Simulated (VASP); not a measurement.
**P: single point with LDA**

P:

```
P
1.0
     0.00000    1.88086    1.88086
     1.88086    0.00000    1.88086
     1.88086    1.88086    0.00000
P
1
Cartesian
  0.0000 0.0000 0.0000
```

This isn't the form of P at room conditions, which is orthorhombic.

```yaml
Program: VASP 6.6.1
Task: single point
Functional: LDA
Potentials_or_basis: VASP PAW LDA potentials, release 64 (P)
Cutoff: 520 eV
k_mesh: 16 × 16 × 16
Occupations: fermi-dirac, width 0.1 eV
Spin: no spin polarisation
Dipole_correction: no
Further_INCAR_settings: ALGO = Normal; EDIFF = 1e-06; NBANDS = 8
```

```json
{"Pressure": "5.3 GPa", "Band gap on the k mesh": "zero (an odd number of electrons rules out a gap without spin polarisation)"}
```

Levels at points of the mesh, in eV from the Fermi level:
```
           k point  band 1  band 2  band 3  band 4  band 5  band 6
(0.00, 0.00, 0.00)  -17.21    7.56    7.56    7.56   11.67   11.67
(0.50, 0.00, 0.00)  -10.76   -8.72    5.37    5.37   10.66   10.66
(0.50, 0.50, 0.00)   -7.82   -7.25    0.79    0.79    4.14    5.17
```

Wall time 8.5 s on 1 thread of Intel(R) Xeon(R) Platinum 8259CL CPU @ 2.50GHz (Skylake/Cascade Lake) (shared host), peak memory 0.12 GiB.

Caveat: the cell stands under pressure; an odd number of electrons without spin polarisation forces a metal; a magnetic or distorted state may lie lower.
